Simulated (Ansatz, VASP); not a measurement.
This is a calculation of Se for VASP 6.6.1.

The input INCAR:

```
ALGO = Normal
EDIFF = 1E-6
EDIFFG = -0.01
ENCUT = 600
GGA = RP
IBRION = 2
ISIF = 3
ISMEAR = -1
LASPH = T
LCHARG = F
LREAL = F
LWAVE = F
NELM = 80
NSW = 60
PREC = Accurate
SIGMA = 0.05
```

File KPOINTS:

```
k-points
0
Gamma
  7 7 6
```

POSCAR

```
Se
1.0
    4.3662000000      0.0000000000      0.0000000000
   -2.1831000000      3.7812401180      0.0000000000
    0.0000000000      0.0000000000      4.9536000000
Se
3
Direct
    0.7746000000      0.7746000000      0.0000000000
    0.0000000000      0.2254000000      0.6666666667
    0.2254000000      0.0000000000      0.3333333333
```

Potentials or basis: VASP PAW PBE potentials, release 64 (Se).

Command:

```bash
$ cat potpaw_PBE.64/Se/POTCAR > POTCAR
$ mpirun -np 1 vasp_std > vasp.out
```

Task: Set up the same calculation for Ansatz 0.2.0. Potentials there: Ansatz PAW.

Result: As run (the cutoff follows the program's own potentials):

The input input.yaml:

```yaml
crystal:
  lattice:
    - [4.3662, 0.0, 0.0]
    - [-2.1831, 3.781240118, 0.0]
    - [0.0, 0.0, 4.9536]
  atoms:
    - { symbol: Se, position: [0.7746, 0.7746, 0.0] }
    - { symbol: Se, position: [0.0, 0.2254, 0.6666666667] }
    - { symbol: Se, position: [0.2254, 0.0, 0.3333333333] }
hamiltonian:
  xc: rpbe
  pseudopotentials: { kind: paw }
kpoints:
  mp_grid: { grid: [7, 7, 6] }
scf:
  occupations: { method: fermi_dirac, width: 0.05 }
output:
  forces: true
  stress: true
relax:
  f_tol: 0.01
  max_steps: 40
  cell: { stress_tol: 0.05 }
```

Potentials or basis: Ansatz PAW.

The run is started by

```sh
$ ansatz run input.yaml --threads 2 --pin off --max-ram 5632MiB --backend cpu --events-out ev --progress --plain --runs-dir out
```

Both were run:

|  | VASP | Ansatz | Ansatz less VASP |
| --- | --- | --- | --- |
| relaxed volume (Å³/atom) | 52.32 | 54.28 | +1.955 |
| relaxed cell length with the largest relative difference (Å) | 6.017 | 6.130 | +0.1122 |

VASP's potentials were made for PBE, not for RPBE. VASP's potentials hold 18 valence electrons a cell and Ansatz's 48, so a difference there can come from the potentials and not from the codes.

Noted on VASP's run: the volume moved by over 15 % at a fixed basis, so the end points are rough. Noted on Ansatz's run: the volume moved by over 15 % at a fixed basis, so the end points are rough; odd divisions of the mesh miss points on the zone boundary, where band edges often lie, so the gap on the mesh can be too wide; the plane-wave basis is chosen anew once the cell has moved, so the energies of steps on either side of that aren't comparable.
